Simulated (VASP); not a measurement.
A run of VASP 6.6.1 is set up as follows.

INCAR

```
SYSTEM = Li3P2
  PREC = Accurate
  ENCUT = 520
  EDIFF = 1E-6
  ISMEAR = 0
  SIGMA = 0.1
  LREAL = .False.
  LASPH = .True.
  NELM = 100
  ALGO = Normal
  ISIF = 2
  LWAVE = .False.
  LCHARG = .False.
  GGA = PE
  NBANDS = 18
```

The input KPOINTS:

```
regular mesh
0
Gamma
  10 10 8
  0 0 0
```

File POSCAR:

```
Li3P2
1.0
    4.0306484652     -2.1362643099     -0.0158623792
    4.0306484652      2.1362643099     -0.0158623792
   -1.5850624022      0.0000000000      4.8327815675
Li P
3 2
Direct
    0.0346609462      0.0346609462      0.9164682100
    0.6738410323      0.6738410323      0.7281050411
    0.3202213559      0.3202213559      0.3202332207
    0.6023683313      0.6023683313      0.1981815460
    0.3661021888      0.3661021888      0.8370119823
```

Potentials or basis: VASP PAW PBE potentials, release 64 (Li_sv, P).

Launch:

```bash
$ cat potpaw_PBE.64/Li_sv/POTCAR potpaw_PBE.64/P/POTCAR > POTCAR
$ mpirun -np 1 vasp_std > vasp.out
```

Q: Predict the band gap on the k mesh.

A: Zero (an odd number of electrons rules out a gap without spin polarisation).

Q: Estimate the largest force.

A: 0.046 eV/Å.

Forces in eV/Å, atoms in the order of the input:
```
Li   0.005  0.000  0.000
Li  -0.004  0.000 -0.002
Li  -0.001  0.000  0.003
P   -0.026  0.000 -0.037
P    0.028  0.000  0.037
```
